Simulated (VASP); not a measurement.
A run of VASP 6.6.1 is set up as follows.

File INCAR:

```
SYSTEM = Si
PREC = Accurate
ENCUT = 520
EDIFF = 1E-6
ISMEAR = 0
SIGMA = 0.03
LREAL = .False.
LASPH = .True.
NELM = 100
ALGO = Normal
ISIF = 2
LWAVE = .False.
LCHARG = .True.
LELF = .True.
LVHAR = .True.
NBANDS = 16
```

File KPOINTS:

```
Automatic mesh
0
Gamma
  12 12 6
  0 0 0
```

File POSCAR:

```
Si
1.0
    3.8313174605      0.0000000000      0.0000000000
   -1.9156587303      2.8203155131      0.0000000000
    0.0000000000      0.0000000000      6.3326220002
Si
4
Direct
    0.3333333333      0.6666666667      0.0630095000
    0.6666666667      0.3333333333      0.5630095000
    0.3333333333      0.6666666667      0.4369905000
    0.6666666667      0.3333333333      0.9369905000
```

Potentials or basis: VASP PAW LDA potentials, release 64 (Si).

Run with:

```bash
$ cat potpaw_LDA.64/Si/POTCAR > POTCAR
$ mpirun -np 1 vasp_std > vasp.out
```

(1) What does it give for the pressure?

(2) Estimate the band gap on the k mesh.

Answers

(1) 21.1 GPa.

(2) zero (bands 8 and 9 overlap by 1.21 eV).

Caveat: the cell differs from its parent crystal (strain -0.1500 x Voigt [0, 1, 0, 0, 0, 0]); the cell stands under pressure; forces of over 1 eV/Å act on the atoms, so gaps and moduli don't describe the material at rest.
